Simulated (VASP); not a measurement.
# Ta6HN6 in VASP: single point with PBE+D3(BJ)

Aim: the single point of Ta6HN6 with PBE+D3(BJ).

All numbers are computed with VASP 6.6.1; they aren't measurements. Logs are shortened: lines on timing, memory, paths and dates and some standing lists are left out, and cuts for length are marked.

### Step 1. The cell of the first run

The cell holds a slab with vacuum, 26 atoms: a = 5.762 Å, b = 5.857 Å, c = 24.022 Å, α = 90.00°, β = 90.00°, γ = 90.00°.

### Step 2. Single point, PBE+D3(BJ)

INCAR

```
SYSTEM = Ta6HN6
ALGO     = Normal         ! electronic algorithm
DIPOL    = 0.5 0.5 0.471
EDIFF    = 1E-7           ! SCF threshold, eV
ENCUT    = 520            ! plane-wave cutoff, eV
GGA      = PE             ! functional
IDIPOL   = 3            
ISIF     = 2              ! what is computed and relaxed
ISMEAR   = 0              ! smearing method
IVDW     = 12             ! dispersion correction
LASPH    = .True.         ! aspherical terms in the spheres
LCHARG   = .False.        ! write CHGCAR
LDIPOL   = .True.       
LREAL    = Auto         
LWAVE    = .False.        ! write WAVECAR
NBANDS   = 116            ! bands
NELM     = 80             ! most SCF steps
PREC     = Accurate       ! precision mode
SIGMA    = 0.1            ! smearing width, eV
```

KPOINTS

```
k-points
0
Gamma
  3 3 1
  0 0 0
```

POSCAR

```
Ta6HN6
1.0
    5.7615861975      0.0000000000      0.0000000000
    0.0000000000      5.8570264689      0.0000000000
    0.0000000000      0.0000000000     24.0217226648
N Ta H
12 12 2
Direct
    0.0000000000      0.7500000000      0.3330319025
    0.0000000000      0.2500000000      0.3330319025
    0.5000000000      0.7500000000      0.3330319025
    0.5000000000      0.2500000000      0.3330319025
    0.0000000000      0.5000000000      0.4386099617
    0.0000000000      0.0000000000      0.4386099617
    0.5000000000      0.5000000000      0.4386099617
    0.5000000000      0.0000000000      0.4386099617
   -0.0010216187      0.2501058064      0.5456420542
   -0.0010116060      0.7474210937      0.5455143015
    0.5000808771      0.2501054070      0.5459760282
    0.5022339681      0.7508784282      0.5457891831
    0.2500000000      0.0000000000      0.3682245889
    0.2500000000      0.5000000000      0.3682245889
    0.7500000000      0.0000000000      0.3682245889
    0.7500000000      0.5000000000      0.3682245889
    0.2504925896      0.7498008471      0.4748396118
    0.2497431560      0.2500936697      0.4750363551
    0.7498561713      0.7502045073      0.4753088333
    0.7500055151      0.2498053291      0.4751390407
    0.2492783762      0.5004973895      0.5787354660
    0.2491810952     -0.0015760949      0.5802814411
    0.7488807252      0.4962398280      0.5818791485
    0.7557516494      0.0029923908      0.5832367254
   -0.2636269326      0.2537265294      0.6353298710
    0.0094461959     -0.0217915801      0.6353024970
```

Potentials or basis: VASP PAW PBE potentials, release 64 (N, Ta_pv, H).

The run is started by

```bash
$ cat potpaw_PBE.64/N/POTCAR potpaw_PBE.64/Ta_pv/POTCAR potpaw_PBE.64/H/POTCAR > POTCAR
$ mpirun -np 1 vasp_std > vasp.out
```

OUTCAR:

```text
SYSTEM = Ta6HN6
   EDIFF = 1E-7
   ENCUT = 520
   GGA = PE
   ISIF = 2
   ISMEAR = 0
   IVDW = 12
   LASPH = .True.
   LREAL = Auto
   NELM = 80
   PREC = Accurate
 IVDW          = 12

 ion  position               nearest neighbor table
   1  0.000  0.750  0.333-  13 2.22  14 2.22  15 2.22  16 2.22
   2  0.000  0.250  0.333-  13 2.22  14 2.22  15 2.22  16 2.22
   3  0.500  0.750  0.333-  13 2.22  14 2.22  15 2.22  16 2.22
   4  0.500  0.250  0.333-  13 2.22  14 2.22  15 2.22  16 2.22
   5  0.000  0.500  0.439-  14 2.22  16 2.22  18 2.23  17 2.23  20 2.23  19 2.24
   6  0.000  0.000  0.439-  13 2.22  15 2.22  18 2.23  20 2.23  17 2.23  19 2.23
   7  0.500  0.500  0.439-  14 2.22  16 2.22  17 2.23  18 2.23  20 2.23  19 2.24
   8  0.500  0.000  0.439-  13 2.22  15 2.22  17 2.23  20 2.23  19 2.23  18 2.23
   9  0.999  0.250  0.546-  21 2.21  24 2.21  23 2.22  20 2.22  22 2.22  18 2.23
  10  0.999  0.747  0.546-  21 2.19  19 2.21  22 2.22  17 2.23  23 2.24  24 2.24
  11  0.500  0.250  0.546-  21 2.20  23 2.21  22 2.22  20 2.23  18 2.23  24 2.25
  12  0.502  0.751  0.546-  21 2.21  19 2.21  22 2.22  23 2.24  17 2.24  24 2.26
  13  0.250  0.000  0.368-   1 2.22   2 2.22   3 2.22   4 2.22   6 2.22   8 2.22  15 2.88  15 2.88
                            14 2.93  14 2.93  17 2.95  18 2.95
  14  0.250  0.500  0.368-   1 2.22   2 2.22   3 2.22   4 2.22   5 2.22   7 2.22  16 2.88  16 2.88
                            13 2.93  13 2.93  17 2.95  18 2.95
  15  0.750  0.000  0.368-   1 2.22   2 2.22   3 2.22   4 2.22   6 2.22   8 2.22  13 2.88  13 2.88
[... 4 lines left out ...]
                            21 2.89  22 2.92  18 2.93  18 2.93  14 2.95  13 2.95
  18  0.250  0.250  0.475-   9 2.23   5 2.23   6 2.23  11 2.23   7 2.23   8 2.23  20 2.88  20 2.88
                            21 2.89  22 2.93  17 2.93  17 2.93  14 2.95  13 2.95
  19  0.750  0.750  0.475-  12 2.21  10 2.21   8 2.23   6 2.23   7 2.24   5 2.24  17 2.88  17 2.88
                            20 2.93  20 2.93  15 2.96  16 2.96  23 2.96  24 2.99
  20  0.750  0.250  0.475-   9 2.22  11 2.23   6 2.23   8 2.23   5 2.23   7 2.23  18 2.88  18 2.88
                            19 2.93  19 2.93  23 2.94  15 2.96  16 2.96  24 2.97
  21  0.249  0.500  0.579-  10 2.19  11 2.20   9 2.21  12 2.21  23 2.88  23 2.88  18 2.89  17 2.89
                            22 2.92  22 2.94
  22  0.249  0.998  0.580-  26 1.92  12 2.22  10 2.22  11 2.22   9 2.22  24 2.84  21 2.92  24 2.92
                            17 2.92  18 2.93  21 2.94
  23  0.749  0.496  0.582-  25 1.92  11 2.21   9 2.22  12 2.24  10 2.24  21 2.88  21 2.88  24 2.89
                            20 2.94  19 2.96  24 2.97
  24  0.756  0.003  0.583-  26 1.93  25 1.93   9 2.21  10 2.24  11 2.25  12 2.26  22 2.84  23 2.89
                            22 2.92  23 2.97  20 2.97  19 2.99
  25  0.736  0.254  0.635-  23 1.92  24 1.93
  26  0.009  0.978  0.635-  22 1.92  24 1.93

  LATTYP: Found a simple orthorhombic cell.
 ALAT       =     5.7615861975
 B/A-ratio  =     1.0165649299
 C/A-ratio  =     4.1692898173

  Lattice vectors:

 A1 = (   5.7615861975,   0.0000000000,   0.0000000000)
 A2 = (   0.0000000000,   5.8570264689,   0.0000000000)
 A3 = (   0.0000000000,   0.0000000000,  24.0217226648)

Analysis of symmetry for initial positions (statically):
=====================================================================
 Subroutine PRICEL returns:
 Original cell was already a primitive cell.

 Routine SETGRP: Setting up the symmetry group for a
 simple orthorhombic supercell.

 Subroutine GETGRP returns: Found  1 space group operations
 (whereof  1 operations were pure point group operations)
 out of a pool of  8 trial point group operations.

The static configuration has the point symmetry C_1 .

Analysis of symmetry for dynamics (positions and initial velocities):
=====================================================================
 Subroutine PRICEL returns:
 Original cell was already a primitive cell.

 Routine SETGRP: Setting up the symmetry group for a
 simple orthorhombic supercell.

 Subroutine GETGRP returns: Found  1 space group operations
 (whereof  1 operations were pure point group operations)
 out of a pool of  8 trial point group operations.

The dynamic configuration has the point symmetry C_1 .

 Subroutine INISYM returns: Found  1 space group operations
 (whereof  1 operations are pure point group operations),
 and found     1 'primitive' translations

----------------------------------------------------------------------------------------

                                     Primitive cell

  volume of cell :     810.6314

  direct lattice vectors                    reciprocal lattice vectors
     5.761586197  0.000000000  0.000000000     0.173563315  0.000000000  0.000000000
     0.000000000  5.857026469  0.000000000     0.000000000  0.170735100  0.000000000
     0.000000000  0.000000000 24.021722665     0.000000000  0.000000000  0.041628988

  length of vectors
[... 64 lines left out ...]
 Grid dimensions read from file:
 generate k-points for:    3    3    1

 Generating k-lattice:

  Cartesian coordinates                     Fractional coordinates (reciprocal lattice)
     0.057854438  0.000000000  0.000000000     0.333333333  0.000000000  0.000000000
     0.000000000  0.056911700  0.000000000     0.000000000  0.333333333  0.000000000
     0.000000000  0.000000000  0.041628988     0.000000000  0.000000000  1.000000000

  Length of vectors
     0.057854438  0.056911700  0.041628988

  Shift w.r.t. Gamma in fractional coordinates (k-lattice)
     0.000000000  0.000000000  0.000000000

 Subroutine IBZKPT returns following result:
 ===========================================

 Found      5 irreducible k-points:

 Following reciprocal coordinates:
            Coordinates               Weight
  0.000000  0.000000  0.000000      1.000000
  0.333333  0.000000  0.000000      2.000000
  0.000000  0.333333  0.000000      2.000000
  0.333333  0.333333  0.000000      2.000000
  0.333333 -0.333333  0.000000      2.000000
   k-points           NKPTS =      5   k-points in BZ     NKDIM =      5   number of bands    NBANDS=    116
   number of dos      NEDOS =    301   number of ions     NIONS =     26
   total plane-waves  NPLWV = 414720
   dimension x,y,z NGX =    48 NGY =   48 NGZ =  180
   dimension x,y,z NGXF=    96 NGYF=   96 NGZF=  360
   ions per type =              12  12   2
   NGX,Y,Z   is equivalent  to a cutoff of  13.85, 13.62, 12.46 a.u.
   NGXF,Y,Z  is equivalent  to a cutoff of  27.70, 27.25, 24.91 a.u.
 SYSTEM =  Ta6HN6
   PREC   = accura    normal or accurate (medium, high low for compatibility)
   ISTART =      0    job   : 0-new  1-cont  2-samecut
   ICHARG =      2    charge: 1-file 2-atom 10-const
   ISPIN  =      1    spin polarized calculation?
   LNONCOLLINEAR =      F non collinear calculations
   LSORBIT =      F    spin-orbit coupling
   LASPH  =      T    aspherical Exc in radial PAW
   ENCUT  =  520.0 eV  38.22 Ry    6.18 a.u.  10.71 10.89 44.66*2*pi/ulx,y,z
   NELM   =     80;   NELMIN=  2; NELMDL= -5     # of ELM steps
   EDIFF  = 0.1E-06   stopping-criterion for ELM
   LREAL  =      T    real-space projection
   EDIFFG = 0.1E-05   stopping-criterion for IOM
   NSW    =      0    number of steps for IOM
   IBRION =     -1    ionic relax: 0-MD 1-quasi-New 2-CG
   NFREE  =      0    steps in history (QN), initial steepest desc. (CG)
   ISIF   =      2    stress and relaxation
   ISYM   =      2    0-nonsym 1-usesym 2-fastsym
   POTIM  = 0.5000    time-step for ionic-motion
   TEBEG  =    0.0;   TEEND  =   0.0 temperature during run
   PSTRESS=    0.0 pullay stress
   NELECT =     194.0000    total number of electrons
   NUPDOWN=      -1.0000    fix difference up-down
   EMIN   =  10.00;   EMAX   =-10.00  energy-range for DOS
   EFERMI =   0.00;   METHOD = LEGACY
   ISMEAR =     0;   SIGMA  =   0.10  broadening in eV -4-tet -1-fermi 0-gaus
   EFERMI_NEDOS =   21; number of points for ismear=-14 and -15
   IALGO  =     38    algorithm
   IMIX   =      4    mixing-type and parameters
     AMIX     =   0.40;   BMIX     =  1.00
     AMIX_MAG =   1.60;   BMIX_MAG =  1.00
  volume/ion in A,a.u.               =      31.18       210.40
  Fermi-wavevector in a.u.,A,eV,Ry     =   1.016407  1.920731 14.055948  1.033083
  Thomas-Fermi vector in A             =   2.149749
   LORBIT       =      0    0 simple, 1 ext, 2 COOP (PROOUT), +10 PAW based schemes
   GGA     = PE    functional components
   LHFCALC =     F    Hartree Fock is set to
   AEXX    =    0.0000 exact exchange contribution
   IVDW    =    12    specifies the selected vdW correction
   LEPSILON=     F    determine dielectric tensor
   LRPA    =     F    only Hartree local field effects (RPA)
 non-spin polarized calculation
 Gauss-broadening in eV      SIGMA  =   0.10
  energy-cutoff  :      520.00
  volume of cell :      810.63
 maximum number of plane-waves:     21838
 NGX is ok and might be reduce to    48
   NGX = 21   NGY = 21   NGZ = 89

 dipolmoment           0.000000      0.000000      0.081167 electrons x Angstroem

 number of electron     193.9999987 magnetization

 dipolmoment           0.000000      0.000000     -0.257338 electrons x Angstroem

 Free energy of the ion-electron system (eV)
  ---------------------------------------------------
  ext. energy  EPLUGINS =         0.00000000
  ---------------------------------------------------
  free energy    TOTEN  =      -265.67794501 eV

  energy without entropy =     -265.61741480  energy(sigma->0) =     -265.64767990

 E-fermi :  -1.2812     XC(G=0):  -5.1451

 val. band max:       -1.2827457436   @ k =   0.0000   0.0000   0.0000
 cond. band min:      -1.2783761681   @ k =   0.3333   0.3333   0.0000
 fundamental gap:      0.0043695755
 Fermi energy:        -1.2812318596

 k-point     1 :       0.0000    0.0000    0.0000
  band No.  band energies     occupation
      1     -36.7765      2.00000
      2     -36.7528      2.00000
      3     -36.6104      2.00000
      4     -36.6006      2.00000
      5     -36.5855      2.00000
      6     -36.5745      2.00000
[... 549 lines left out ...]
    108       1.3058      0.00000
    109       1.5391      0.00000
 [bands above 109 left out]

------------------------ aborting loop because EDIFF is reached ----------------------------------------

 vacuum level on the upper side and lower side of the slab       (xc-potential included)        -0.763         0.596

 Edisp (eV)   -7.88770

 E8    (eV) :    -3.7311

  FORCE on cell =-STRESS in cart. coord.  units (eV):
  Direction    XX          YY          ZZ          XY          YZ          ZX
  --------------------------------------------------------------------------------------
  -------------------------------------------------------------------------------------
  Total     -21.92071   -25.02837    -6.94217    -0.28947     0.01023    -0.04451
  in kB     -43.32532   -49.46747   -13.72089    -0.57212     0.02021    -0.08798
  external pressure =      -35.50 kB  Pullay stress =        0.00 kB

 VOLUME and BASIS-vectors are now :
 -----------------------------------------------------------------------------
  energy-cutoff  :      520.00
  volume of cell :      810.63
      direct lattice vectors                 reciprocal lattice vectors
     5.761586197  0.000000000  0.000000000     0.173563315  0.000000000  0.000000000
     0.000000000  5.857026469  0.000000000     0.000000000  0.170735100  0.000000000
     0.000000000  0.000000000 24.021722665     0.000000000  0.000000000  0.041628988

 POSITION                                       TOTAL-FORCE (eV/Angst)
 -----------------------------------------------------------------------------------
      0.00000      4.39277      8.00000         0.006129     -0.002967      2.897744
      0.00000      1.46426      8.00000        -0.003609      0.012516      2.888740
      2.88079      4.39277      8.00000        -0.006212      0.008488      2.899863
      2.88079      1.46426      8.00000         0.006016     -0.002897      2.894754
      0.00000      2.92851     10.53617        -0.058719     -0.038483      0.342219
      0.00000      0.00000     10.53617        -0.070802      0.017207      0.368551
[... 18 lines left out ...]
      4.24268      1.48608     15.26172         0.010251     -0.002793      0.007716
      0.05443      5.72939     15.26106        -0.015406      0.002159      0.018752
 -----------------------------------------------------------------------------------
    total drift:                               -0.000400      0.001935     -0.006463

  FREE ENERGIE OF THE ION-ELECTRON SYSTEM (eV)
  ---------------------------------------------------
  free  energy   TOTEN  =      -273.5656480640 eV

  energy  without entropy=     -273.5051178526  energy(sigma->0) =     -273.53538296

 vacuum level on the upper side and lower side of the slab         3.661         5.055
```

Run time: 87 min. Hardware: 1 thread of Intel Xeon 8259CL, shared host; peak memory 0.98 GiB.

What came out:

* Free energy: -273.5656 eV
* Largest force: 3.329 eV/Å
* Band gap on the k mesh: zero (bands 97 and 98 overlap by 0.28 eV)
* Dispersion energy per atom: -0.303 eV

Forces on the atoms (eV/Å):
```
N    0.006 -0.003  2.898
N   -0.004  0.013  2.889
N   -0.006  0.008  2.900
N    0.006 -0.003  2.895
N   -0.059 -0.038  0.342
N   -0.071  0.017  0.369
N    0.052 -0.031  0.364
N    0.072  0.056  0.331
N   -0.003 -0.001  0.008
N    0.004  0.012  0.008
N    0.004 -0.016  0.005
N    0.002 -0.021  0.016
Ta   0.016 -0.032 -3.314
Ta  -0.028  0.024 -3.328
Ta  -0.010  0.110 -3.242
Ta   0.019 -0.123 -3.249
Ta   0.009  0.002 -0.007
Ta   0.005 -0.009  0.009
Ta   0.007  0.013 -0.007
Ta   0.004  0.001  0.006
Ta  -0.011  0.007  0.024
Ta   0.004  0.016  0.016
Ta   0.003  0.010  0.031
Ta  -0.015 -0.009  0.013
H    0.010 -0.003  0.008
H   -0.015  0.002  0.019
```

Caveat: the k points lie up to 0.36 Å⁻¹ apart; spin-orbit coupling is left out, which moves the levels of the heavy elements.
